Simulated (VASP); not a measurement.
Input of a VASP 6.6.1 run:

The input POSCAR:

```
BeS
1.0
    0.0000000000      2.3402422237      2.3402422237
    2.3402422237      0.0000000000      2.3402422237
    2.3402422237      2.3402422237      0.0000000000
Be S
1 1
Direct
    0.0000000000      0.0000000000      0.0000000000
    0.5000000000      0.5000000000      0.5000000000
```

INCAR.step1

```
  ALGO = Normal
  EDIFF = 1E-4
  ENCUT = 520
  GGA = PE
  ISMEAR = 0
  LASPH = T
  LCHARG = F
  LREAL = F
  LWAVE = T
  NBANDS = 11
  NELM = 100
  PREC = Accurate
  SIGMA = 0.01
```

File INCAR.step2:

```
  ALGO = Normal
  EDIFF = 1E-7
  ENCUT = 520
  ISIF = 2
  ISMEAR = 0
  ISTART = 1
  LASPH = T
  LCHARG = T
  LELF = T
  LMIXTAU = T
  LREAL = F
  LVHAR = T
  LWAVE = F
  METAGGA = R2SCAN
  NBANDS = 11
  NELM = 100
  PREC = Accurate
  SIGMA = 0.01
```

Contents of KPOINTS:

```
k-points
0
Gamma
  8 8 8
```

Potentials or basis: VASP PAW PBE potentials, release 64 (Be, S).

Run with:

```bash
$ cat potpaw_PBE.64/Be/POTCAR potpaw_PBE.64/S/POTCAR > POTCAR
$ cp INCAR.step1 INCAR
$ mpirun -np 1 vasp_std > vasp.out
$ cp INCAR.step2 INCAR
$ mpirun -np 1 vasp_std > vasp.out
```

(1) Predict the band gap on the k mesh.

(2) What does it give for the pressure?

Results:

(1) 1.33 eV, indirect (least direct gap 4.46 eV).

(2) -3.2 GPa.

Caveat: the PAW data sets were made with another functional, which shifts forces and pressure a little.
